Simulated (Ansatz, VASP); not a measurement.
# BiPt in VASP and in Ansatz

INCAR

```
ALGO = Normal
EDIFF = 1E-8
ENCUT = 520
GGA = CA
ISIF = 2
ISMEAR = -1
LASPH = T
LCHARG = F
LEFG = T
LREAL = F
LWAVE = F
NBANDS = 33
NELM = 100
PREC = Accurate
SIGMA = 0.05
```

Contents of KPOINTS:

```
k-points
0
Gamma
  9 9 6
```

The input POSCAR:

```
BiPt
1.0
    4.3293358197      0.0000000000      0.0000000000
   -2.1646679099      3.7493148014      0.0000000000
    0.0000000000      0.0000000000      5.5082393366
Bi Pt
2 2
Direct
    0.3333333333      0.6666666667      0.2500000000
    0.6666666667      0.3333333333      0.7500000000
    0.0000000000      0.0000000000      0.0000000000
    0.0000000000      0.0000000000      0.5000000000
```

Input for Ansatz:

```yaml
crystal:
  lattice:
    - [4.3293358197, 0.0, 0.0]
    - [-2.1646679099, 3.7493148014, 0.0]
    - [0.0, 0.0, 5.5082393366]
  atoms:
    - { symbol: Bi, position: [0.3333333333, 0.6666666667, 0.25] }
    - { symbol: Bi, position: [0.6666666667, 0.3333333333, 0.75] }
    - { symbol: Pt, position: [0.0, 0.0, 0.0] }
    - { symbol: Pt, position: [0.0, 0.0, 0.5] }
kpoints:
  mp_grid: { grid: [9, 9, 6] }
scf:
  occupations: { method: fermi_dirac, width: 0.05 }
hamiltonian:
  xc: lda
  pseudopotentials: { kind: paw }
output:
  forces: true
  stress: true
  eigenvalues: true
  efg: { contact_densities: true }
  write_density: true
  write_potential: true
  elf: true
  volumetric_format: npy
```

Change from the starting cell: volume scaled by 1.01, PAW files.

Alike in both runs: task electric field gradients; functional LDA; k mesh 9 × 9 × 6; occupations fermi-dirac, width 0.05 eV; no spin polarisation.

|  | VASP | Ansatz |
| --- | --- | --- |
| version | VASP 6.6.1 | Ansatz 0.2.0 |
| potentials or method | VASP PAW LDA potentials, release 64 (Bi_d, Pt) | PAW with Ansatz's default frozen-core files, scalar-relativistic |
| plane-wave cutoff (eV) | 520 | 420 |
| valence electrons in the cell | 50 | 66 |

Ansatz gave:

* pressure (GPa): -1.5
* traceless stress, the component that is largest in VASP (GPa): -0.91
* size of Vzz on the site where it differs most (V/Å²): 108.5

Q: Estimate VASP's values.

A: Pressure (GPa): -1.2; traceless stress, the component that is largest in VASP (GPa): -0.80; size of Vzz on the site where it differs most (V/Å²): 165.1.

LDA's correlation is that of Perdew and Zunger in VASP and of Perdew and Wang (1992) in Ansatz. VASP's potentials hold 50 valence electrons a cell and Ansatz's 66, so a difference there can come from the potentials and not from the codes.

Neither program's run includes spin-orbit coupling.
